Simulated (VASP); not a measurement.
The system is Ge.

```xyz
3
Lattice="3.8769 0.0000 0.0000 -1.9384 3.3575 0.0000 0.0000 0.0000 4.2452" Properties=species:S:1:pos:R:3 pbc="T T T"
Ge   -0.9692    1.6787    1.4151
Ge    0.9692    1.6787    2.8302
Ge    1.9384    0.0000    0.0000
```

* Program: VASP 6.6.1
* Task: relaxation of cell and atoms
* Functional: PBE
* Potentials or basis: VASP PAW PBE potentials, release 64 (Ge_d)
* Cutoff: 600 eV
* k mesh: 6 × 6 × 4
* Occupations: gaussian, width 0.1 eV
* Spin: no spin polarisation

At the start: pressure 14.7 GPa; volume 18.42 Å³/atom.

Q: How do energy, volume and symmetry change on relaxing?

A: Over 8 steps the energy falls by 132.2 meV/atom and the volume is 21.78 Å³/atom (+18.2 %); space group P6_422 (No. 181, to 0.05 Å).

The path:
```csv
step,energy change (eV),largest force (eV/Å),pressure (GPa),volume (Å³)
1,0.0000,0.0000,14.70,55.26
2,-0.3342,0.0000,-3.62,69.91
3,-0.3920,0.0000,0.02,65.10
4,-0.3919,0.0000,-0.20,65.31
5,-0.3951,0.0000,-0.07,65.32
6,-0.3963,0.0000,-0.08,65.33
7,-0.3954,0.0000,-0.17,65.33
8,-0.3966,0.0000,-0.20,65.33
```

Final structure:
```
Ge
1.0
     4.13724    0.00000    0.00000
    -2.06862    3.58296    0.00000
     0.00000    0.00000    4.40710
Ge
3
Direct
  0.00000 0.50000 0.33333
  0.50000 0.50000 0.66667
  0.50000 0.00000 0.00000
```

Caveat: the k points lie up to 0.36 Å⁻¹ apart in the final cell; the volume moved by over 15 % at a fixed basis, so the end points are rough.
